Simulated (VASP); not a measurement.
Set up this calculation in VASP 6.6.1, as the native input.

```yaml
Task: single point
Functional: r2SCAN
Potentials_or_basis: VASP PAW PBE potentials, release 64 (In_d, Sb)
Cutoff: 520 eV
k_mesh: 4 × 4 × 4
Occupations: fermi-dirac, width 0.05 eV
Spin: no spin polarisation
Dipole_correction: no
Further_INCAR_settings: ALGO = Normal; EDIFF = 1e-07; NBANDS = 30
```

Crystal: In3Sb.

```
CELL_PARAMETERS angstrom
4.83696 0.00000 0.00000
0.00000 4.83696 0.00000
0.00000 0.00000 4.83696
ATOMIC_POSITIONS crystal
In 0.50000 0.50000 0.00000
In 0.50000 0.00000 0.50000
In 0.00000 0.50000 0.50000
Sb 0.00000 0.00000 0.00000
```

The input as run:

POSCAR

```
In3Sb
1.0
    4.8369600000      0.0000000000      0.0000000000
    0.0000000000      4.8369600000      0.0000000000
    0.0000000000      0.0000000000      4.8369600000
In Sb
3 1
Direct
    0.5000000000      0.5000000000      0.0000000000
    0.5000000000      0.0000000000      0.5000000000
    0.0000000000      0.5000000000      0.5000000000
    0.0000000000      0.0000000000      0.0000000000
```

INCAR.step1

```
SYSTEM = In3Sb
ALGO = Normal ; EDIFF = 1E-4
ENCUT = 520 ; GGA = PE
ISMEAR = -1 ; LASPH = .True.
LCHARG = .False. ; LREAL = .False.
LWAVE = .True. ; NBANDS = 30
NELM = 80 ; PREC = Accurate
SIGMA = 0.05
```

INCAR.step2

```
SYSTEM = In3Sb
ALGO = Normal ; EDIFF = 1E-7
ENCUT = 520 ; ISIF = 2
ISMEAR = -1 ; ISTART = 1
LASPH = .True. ; LCHARG = .False.
LMIXTAU = .True. ; LREAL = .False.
LWAVE = .False. ; METAGGA = R2SCAN
NBANDS = 30 ; NELM = 80
PREC = Accurate ; SIGMA = 0.05
```

KPOINTS

```
k-points
0
Gamma
  4 4 4
  0 0 0
```

Potentials or basis: VASP PAW PBE potentials, release 64 (In_d, Sb).

Run with:

```bash
$ cat potpaw_PBE.64/In_d/POTCAR potpaw_PBE.64/Sb/POTCAR > POTCAR
$ cp INCAR.step1 INCAR
$ mpirun -np 1 vasp_std > vasp.out
$ cp INCAR.step2 INCAR
$ mpirun -np 1 vasp_std > vasp.out
```

Results of the run:

```
Pressure               : -1.9 GPa
Band gap on the k mesh : zero (band 22 reaches 7.20 eV, above the bottom of band 23 at 3.56 eV)
```

Caveat: the PAW data sets were made with another functional, which shifts forces and pressure a little; spin-orbit coupling is left out, which moves the levels of the heavy elements.

It took 5.4 min on 1 thread of AMD EPYC 7R13, on a shared host, peak memory 0.2 GiB.
